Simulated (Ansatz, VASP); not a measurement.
# One calculation of BN, two programs

```
CELL_PARAMETERS angstrom
3.60963 0.00000 0.00000
0.00000 -3.60963 0.00000
0.00000 0.00000 -3.60963
ATOMIC_POSITIONS crystal
B 0.00000 0.00000 0.00000
B 0.50000 0.50000 0.00000
B 0.50000 0.00000 0.50000
B 0.00000 0.50000 0.50000
N 0.75000 0.74307 0.75000
N 0.25000 0.25000 0.75000
N 0.25000 0.75000 0.25000
N 0.75000 0.25000 0.25000
```

Alike in both runs: task single point; functional r2SCAN; k mesh 6 × 6 × 6; occupations gaussian, width 0.05 eV; no spin polarisation.

|  | VASP | Ansatz |
| --- | --- | --- |
| version | VASP 6.6.1 | Ansatz 0.2.0 |
| potentials or method | VASP PAW PBE potentials, release 64 (B, N), cutoff 520 eV | scalar-relativistic, plane waves, PAW |
| valence electrons in the cell | 32 | 32 |

VASP gave:

- gap on the k mesh at the Fermi level (eV): 4.92
- least direct gap on the mesh (eV): 4.92
- pressure (GPa): 1.2
- traceless stress, the component that is largest in VASP (GPa): 0.09
- rms of the force components (eV/Å): 0.207

Question: What did Ansatz give for the same quantities?

Answer: gap on the k mesh at the Fermi level (eV): 4.94; least direct gap on the mesh (eV): 4.94; pressure (GPa): 0.1; traceless stress, the component that is largest in VASP (GPa): 0.07; rms of the force components (eV/Å): 0.207.

VASP's potentials were made for PBE, not for r2SCAN. Atom by atom the forces differ by 0.001 eV/Å (rms over components).
